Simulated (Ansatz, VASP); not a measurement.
# Ru: VASP beside Ansatz

The input INCAR:

```
  ALGO = Normal
  EDIFF = 1E-6
  ENCUT = 520
  GGA = PE
  ISIF = 2
  ISMEAR = 0
  LASPH = T
  LCHARG = F
  LREAL = F
  LWAVE = F
  NBANDS = 21
  NELM = 100
  PREC = Accurate
  SIGMA = 0.1
```

File KPOINTS:

```
k-points
0
Gamma
  9 9 4
```

File POSCAR:

```
Ru
1.0
    2.6508322694      0.0000000000      0.0000000000
   -1.3254161347      2.2956880865      0.0000000000
    0.0000000000      0.0000000000      4.5687251503
Ru
2
Direct
    0.6666666700      0.3333333300      0.7500000000
    0.3333333300      0.6666666700      0.2500000000
```

Input for Ansatz:

```yaml
crystal:
  lattice:
    - [2.6508322694, 0.0, 0.0]
    - [-1.3254161347, 2.2956880865, 0.0]
    - [0.0, 0.0, 4.5687251503]
  atoms:
    - { symbol: Ru, position: [0.66666667, 0.33333333, 0.75] }
    - { symbol: Ru, position: [0.33333333, 0.66666667, 0.25] }
basis:
  ecutwfc: 420
kpoints:
  mp_grid: { grid: [9, 9, 4] }
hamiltonian:
  xc: pbe
scf:
  occupations: { method: gaussian, width: 0.1 }
output:
  forces: true
  stress: true
  eigenvalues: true
```

Alike in both runs: task single point; functional PBE; k mesh 9 × 9 × 4; occupations gaussian, width 0.1 eV; no spin polarisation.

```csv
,VASP,Ansatz
version,VASP 6.6.1,Ansatz 0.2.0
potentials or method,"VASP PAW PBE potentials, release 64 (Ru_pv), cutoff 520 eV","scalar-relativistic, plane waves, PAW"
valence electrons in the cell,28,32
```

```tsv
	VASP	Ansatz	Ansatz less VASP
gap on the k mesh at the Fermi level (eV)	none	none	-
pressure (GPa)	-1.2	-1.1	+0.09
traceless stress, the component that is largest in VASP (GPa)	-24.10	-24.13	-0.034
```

A gap of «none» marks a metal or a gap that the smearing closes. With one functional, cell and mesh, what is left measures potentials, basis and numerics. VASP's potentials hold 28 valence electrons a cell and Ansatz's 32, so a difference there can come from the potentials and not from the codes.
